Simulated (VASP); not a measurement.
# Sn (Fm-3m) in VASP: a series of runs

Runs on Sn. Level: PBE. Tasks: single point.

Program: VASP 6.6.1. These are calculated values, not measurements. Logs are shortened: lines on timing, memory, paths and dates and some standing lists are left out, and cuts for length are marked.

### 1 The cell of the first run

The structure is cubic, space group Fm-3m (No. 225). Conventional cell: a = 4.820 Å, b = 4.820 Å, c = 4.820 Å, α = 90.00°, β = 90.00°, γ = 90.00°. Sn (site symmetry m-3m) has 12 Sn at 3.41 Å within 4.5 Å.

This isn't the form of Sn at room conditions, which is tetragonal (white tin).

### 2 Single point, PBE

INCAR reads:

```
SYSTEM = Sn
  ALGO = Normal
  EDIFF = 1E-6
  ENCUT = 520
  GGA = PE
  ISIF = 2
  ISMEAR = 0
  LASPH = .TRUE.
  LCHARG = .FALSE.
  LREAL = .FALSE.
  LWAVE = .FALSE.
  NBANDS = 13
  NELM = 100
  PREC = Accurate
  SIGMA = 0.1
```

KPOINTS reads:

```
k-points
0
G
  16 16 16
  0 0 0
```

POSCAR reads:

```
Sn
1.0
    0.0000000000      2.4100137824      2.4100137824
    2.4100137824      0.0000000000      2.4100137824
    2.4100137824      2.4100137824      0.0000000000
Sn
1
Direct
    0.0000000000      0.0000000000      0.0000000000
```

Potentials or basis: VASP PAW PBE potentials, release 64 (Sn_d).

Run with:

```bash
$ cat potpaw_PBE.64/Sn_d/POTCAR > POTCAR
$ mpirun -np 1 vasp_std > vasp.out
```

OUTCAR:

```text
SYSTEM = Sn
   EDIFF = 1E-6
   ENCUT = 520
   GGA = PE
   ISIF = 2
   ISMEAR = 0
   LASPH = .TRUE.
   LREAL = .FALSE.
   NELM = 100
   PREC = Accurate

 ion  position               nearest neighbor table
   1  0.000  0.000  0.000-

  LATTYP: Found a face centered cubic cell.
 ALAT       =     4.8200275648

  Lattice vectors:

 A1 = (   0.0000000000,   2.4100137824,   2.4100137824)
 A2 = (   2.4100137824,   0.0000000000,   2.4100137824)
 A3 = (   2.4100137824,   2.4100137824,   0.0000000000)

Analysis of symmetry for initial positions (statically):
=====================================================================
 Subroutine PRICEL returns:
 Original cell was already a primitive cell.

 Routine SETGRP: Setting up the symmetry group for a
 face centered cubic supercell.

 Subroutine GETGRP returns: Found 48 space group operations
 (whereof 48 operations were pure point group operations)
 out of a pool of 48 trial point group operations.

The static configuration has the point symmetry O_h .

Analysis of symmetry for dynamics (positions and initial velocities):
=====================================================================
 Subroutine PRICEL returns:
 Original cell was already a primitive cell.

 Routine SETGRP: Setting up the symmetry group for a
 face centered cubic supercell.

 Subroutine GETGRP returns: Found 48 space group operations
 (whereof 48 operations were pure point group operations)
 out of a pool of 48 trial point group operations.

The dynamic configuration has the point symmetry O_h .

 Subroutine INISYM returns: Found 48 space group operations
 (whereof 48 operations are pure point group operations),
 and found     1 'primitive' translations

----------------------------------------------------------------------------------------

                                     Primitive cell

  volume of cell :      27.9955

  direct lattice vectors                    reciprocal lattice vectors
     0.000000000  2.410013782  2.410013782    -0.207467693  0.207467693  0.207467693
     2.410013782  0.000000000  2.410013782     0.207467693 -0.207467693  0.207467693
     2.410013782  2.410013782  0.000000000     0.207467693  0.207467693 -0.207467693

  length of vectors
     3.408274177  3.408274177  3.408274177     0.359344586  0.359344586  0.359344586

  position of ions in fractional coordinates (direct lattice)
     0.000000000  0.000000000  0.000000000

  ion indices of the primitive-cell ions
   primitive index   ion index
                 1           1

----------------------------------------------------------------------------------------

 KPOINTS: k-points

Automatic generation of k-mesh.
 Grid dimensions read from file:
 generate k-points for:   16   16   16

 Generating k-lattice:

  Cartesian coordinates                     Fractional coordinates (reciprocal lattice)
    -0.012966731  0.012966731  0.012966731     0.062500000  0.000000000  0.000000000
     0.012966731 -0.012966731  0.012966731     0.000000000  0.062500000  0.000000000
     0.012966731  0.012966731 -0.012966731     0.000000000  0.000000000  0.062500000

  Length of vectors
     0.022459037  0.022459037  0.022459037

  Shift w.r.t. Gamma in fractional coordinates (k-lattice)
     0.000000000  0.000000000  0.000000000

 Subroutine IBZKPT returns following result:
 ===========================================

 Found    145 irreducible k-points:

 Following reciprocal coordinates:
            Coordinates               Weight
  0.000000  0.000000  0.000000      1.000000
  0.062500  0.000000  0.000000      8.000000
  0.125000  0.000000  0.000000      8.000000
  0.187500  0.000000  0.000000      8.000000
  0.250000  0.000000  0.000000      8.000000
  0.312500  0.000000  0.000000      8.000000
[... 16 lines left out ...]
 -0.125000  0.062500  0.000000     24.000000
 -0.062500  0.062500  0.000000     12.000000
 [... further k-points ...]
   k-points           NKPTS =    145   k-points in BZ     NKDIM =    145   number of bands    NBANDS=     13
   number of dos      NEDOS =    301   number of ions     NIONS =      1
   total plane-waves  NPLWV =  21952
   dimension x,y,z NGX =    28 NGY =   28 NGZ =   28
   dimension x,y,z NGXF=    56 NGYF=   56 NGZF=   56
   ions per type =               1
   NGX,Y,Z   is equivalent  to a cutoff of  13.66, 13.66, 13.66 a.u.
   NGXF,Y,Z  is equivalent  to a cutoff of  27.32, 27.32, 27.32 a.u.
 SYSTEM =  Sn
   PREC   = accura    normal or accurate (medium, high low for compatibility)
   ISTART =      0    job   : 0-new  1-cont  2-samecut
   ICHARG =      2    charge: 1-file 2-atom 10-const
   ISPIN  =      1    spin polarized calculation?
   LNONCOLLINEAR =      F non collinear calculations
   LSORBIT =      F    spin-orbit coupling
   LASPH  =      T    aspherical Exc in radial PAW
   ENCUT  =  520.0 eV  38.22 Ry    6.18 a.u.   6.34  6.34  6.34*2*pi/ulx,y,z
   NELM   =    100;   NELMIN=  2; NELMDL= -5     # of ELM steps
   EDIFF  = 0.1E-05   stopping-criterion for ELM
   LREAL  =      F    real-space projection
   EDIFFG = 0.1E-04   stopping-criterion for IOM
   NSW    =      0    number of steps for IOM
   IBRION =     -1    ionic relax: 0-MD 1-quasi-New 2-CG
   NFREE  =      0    steps in history (QN), initial steepest desc. (CG)
   ISIF   =      2    stress and relaxation
   ISYM   =      2    0-nonsym 1-usesym 2-fastsym
   POTIM  = 0.5000    time-step for ionic-motion
   TEBEG  =    0.0;   TEEND  =   0.0 temperature during run
   PSTRESS=    0.0 pullay stress
   NELECT =      14.0000    total number of electrons
   NUPDOWN=      -1.0000    fix difference up-down
   EMIN   =  10.00;   EMAX   =-10.00  energy-range for DOS
   EFERMI =   0.00;   METHOD = LEGACY
   ISMEAR =     0;   SIGMA  =   0.10  broadening in eV -4-tet -1-fermi 0-gaus
   EFERMI_NEDOS =   21; number of points for ismear=-14 and -15
   IALGO  =     38    algorithm
   IMIX   =      4    mixing-type and parameters
     AMIX     =   0.40;   BMIX     =  1.00
     AMIX_MAG =   1.60;   BMIX_MAG =  1.00
  volume/ion in A,a.u.               =      28.00       188.92
  Fermi-wavevector in a.u.,A,eV,Ry     =   1.299435  2.455577 22.973873  1.688532
  Thomas-Fermi vector in A             =   2.430699
   LORBIT       =      0    0 simple, 1 ext, 2 COOP (PROOUT), +10 PAW based schemes
   GGA     = PE    functional components
   LHFCALC =     F    Hartree Fock is set to
   AEXX    =    0.0000 exact exchange contribution
   IVDW    =     0    specifies the selected vdW correction
   LEPSILON=     F    determine dielectric tensor
   LRPA    =     F    only Hartree local field effects (RPA)
 non-spin polarized calculation
 Gauss-broadening in eV      SIGMA  =   0.10
  energy-cutoff  :      520.00
  volume of cell :       28.00
 maximum number of plane-waves:       769
 NGX is ok and might be reduce to    28
   NGX = 13   NGY = 13   NGZ = 13

 number of electron      13.9999999 magnetization

 Free energy of the ion-electron system (eV)
  ---------------------------------------------------
  ext. energy  EPLUGINS =         0.00000000
  ---------------------------------------------------
  free energy    TOTEN  =        -3.78631116 eV

  energy without entropy =       -3.78259969  energy(sigma->0) =       -3.78445543

 E-fermi :   7.8367     XC(G=0): -10.2258

 val. band max:        7.8149852320   @ k =  -0.3750   0.2500   0.0000
 cond. band min:       7.8433017932   @ k =  -0.3125   0.3125   0.1250
 fundamental gap:      0.0283165611
 Fermi energy:         7.8366716022

 k-point     1 :       0.0000    0.0000    0.0000
  band No.  band energies     occupation
      1     -13.7644      2.00000
      2     -13.7644      2.00000
      3     -13.7644      2.00000
      4     -13.6946      2.00000
      5     -13.6946      2.00000
      6      -3.1369      2.00000
      7      15.2484      0.00000
      8      15.2484      0.00000
      9      15.2484      0.00000
     10      18.3600      0.00000
     11      19.4416      0.00000
     12      19.4416      0.00000
     13      19.4416      0.00000

 k-point     2 :       0.0625    0.0000    0.0000
  band No.  band energies     occupation
      1     -13.7641      2.00000
      2     -13.7614      2.00000
      3     -13.7614      2.00000
      4     -13.6947      2.00000
      5     -13.6947      2.00000
      6      -3.0585      2.00000
      7      14.3762      0.00000
      8      15.1244      0.00000
      9      15.1244      0.00000
     10      17.8808      0.00000
     11      19.6569      0.00000
     12      19.6569      0.00000
     13      20.5422      0.00000

 k-point     3 :       0.1250    0.0000    0.0000
  band No.  band energies     occupation
      1     -13.7634      2.00000
      2     -13.7540      2.00000
      3     -13.7540      2.00000
      4     -13.6939      2.00000
      5     -13.6939      2.00000
      6      -2.8230      2.00000
      7      12.5840      0.00000
      8      14.8208      0.00000
      9      14.8208      0.00000
     10      17.5521      0.00000
     11      20.1785      0.00000
     12      20.1785      0.00000
     13      21.3843      0.00000
[... 305 lines left out ...]
 k-point    23 :      -0.1250    0.0625    0.0000
  band No.  band energies     occupation
      1     -13.7647      2.00000
      2     -13.7498      2.00000
      3     -13.7467      2.00000
      4     -13.6994      2.00000
      5     -13.6863      2.00000
      6      -2.6399      2.00000
      7      11.9542      0.00000
      8      13.4958      0.00000
      9      15.2124      0.00000
     10      17.7514      0.00000
     11      19.8607      0.00000
     12      20.5340      0.00000
     13      20.6557      0.00000

 k-point    24 :      -0.0625    0.0625    0.0000
  band No.  band energies     occupation
      1     -13.7650      2.00000
      2     -13.7578      2.00000
      3     -13.7543      2.00000
      4     -13.6977      2.00000
      5     -13.6917      2.00000
      6      -2.9277      2.00000
      7      13.6591      0.00000
      8      14.1315      0.00000
      9      15.3121      0.00000
     10      17.7424      0.00000
     11      19.5831      0.00000
     12      20.1841      0.00000
     13      21.4178      0.00000

 [... further k-points ...]

------------------------ aborting loop because EDIFF is reached ----------------------------------------

  FORCE on cell =-STRESS in cart. coord.  units (eV):
  Direction    XX          YY          ZZ          XY          YZ          ZX
  --------------------------------------------------------------------------------------
  -------------------------------------------------------------------------------------
  Total       -0.0061801     -0.0061801     -0.0061801     -0.0000000     -0.0000000      0.0000000
  in kB       -0.3536861     -0.3536861     -0.3536861     -0.0000000     -0.0000000      0.0000000
  external PRESSURE =      -0.3536861 kB  Pullay stress =       0.0000000 kB

 VOLUME and BASIS-vectors are now :
 -----------------------------------------------------------------------------
  energy-cutoff  :      520.00
  volume of cell :       28.00
      direct lattice vectors                 reciprocal lattice vectors
     0.000000000  2.410013782  2.410013782    -0.207467693  0.207467693  0.207467693
     2.410013782  0.000000000  2.410013782     0.207467693 -0.207467693  0.207467693
     2.410013782  2.410013782  0.000000000     0.207467693  0.207467693 -0.207467693

 POSITION                                       TOTAL-FORCE (eV/Angst)
 -----------------------------------------------------------------------------------
      0.00000      0.00000      0.00000        -0.000000     -0.000000     -0.000000
 -----------------------------------------------------------------------------------
    total drift:                               -0.000000     -0.000000     -0.000000

  FREE ENERGIE OF THE ION-ELECTRON SYSTEM (eV)
  ---------------------------------------------------
  free  energy   TOTEN  =        -3.7863111590 eV

  energy  without entropy=       -3.7825996918  energy(sigma->0) =       -3.78445543
```

It took 20 s on 1 thread of Intel Xeon 6975P-C (Granite Rapids), shared host; peak memory 0.18 GiB.

Results:

```
Free energy            : -3.7863 eV
Pressure               : 0.0 GPa
Band gap on the k mesh : zero (bands 7 and 8 overlap by 9.37 eV)
```

Levels at points of the mesh, in eV from the Fermi level:
```csv
k point,band 3,band 4,band 5,band 6,band 7,band 8,band 9,band 10,band 11,band 12
"(0.00, 0.00, 0.00)",-21.60,-21.53,-21.53,-10.97,7.41,7.41,7.41,10.52,11.60,11.60
"(0.50, 0.00, 0.00)",-21.59,-21.46,-21.46,-6.80,-4.53,5.57,5.57,9.90,9.91,10.45
"(0.50, 0.50, 0.00)",-21.47,-21.44,-21.44,-4.97,-3.56,1.98,1.98,5.26,5.67,19.82
```

Caveat: spin-orbit coupling is left out, which moves the levels of the heavy elements.

### 3 Single point, PBE

INCAR reads:

```
  PREC = Accurate
  ENCUT = 520
  EDIFF = 1E-6
  ISMEAR = 0
  SIGMA = 0.1
  LREAL = False
  LASPH = True
  NELM = 60
  ALGO = Normal
  ISIF = 2
  LWAVE = False
  LCHARG = False
  GGA = PE
  NBANDS = 13
```

KPOINTS reads:

```
Automatic mesh
0
Gamma
  16 16 16
```

POSCAR is that of step 2.

Potentials or basis: VASP PAW PBE potentials, release 64 (Sn_d).

Run with:

```bash
$ cat potpaw_PBE.64/Sn_d/POTCAR > POTCAR
$ mpirun -np 1 vasp_std > vasp.out
```

Run time: 23 s. Hardware: 1 thread of Intel Xeon 6975P-C (Granite Rapids), shared host; peak memory 0.18 GiB.

Results (log left out):

```
Free energy            : -3.7863 eV
Pressure               : 0.0 GPa
Band gap on the k mesh : zero (bands 7 and 8 overlap by 9.37 eV)
```

Levels at points of the mesh, in eV from the Fermi level:
| k point | band 3 | band 4 | band 5 | band 6 | band 7 | band 8 | band 9 | band 10 | band 11 | band 12 |
| --- | --- | --- | --- | --- | --- | --- | --- | --- | --- | --- |
| (0.00, 0.00, 0.00) | -21.60 | -21.53 | -21.53 | -10.97 | 7.41 | 7.41 | 7.41 | 10.52 | 11.60 | 11.60 |
| (0.50, 0.00, 0.00) | -21.59 | -21.46 | -21.46 | -6.80 | -4.53 | 5.57 | 5.57 | 9.90 | 9.91 | 10.45 |
| (0.50, 0.50, 0.00) | -21.47 | -21.44 | -21.44 | -4.97 | -3.56 | 1.98 | 1.98 | 5.26 | 5.67 | 19.82 |

Caveat: spin-orbit coupling is left out, which moves the levels of the heavy elements.
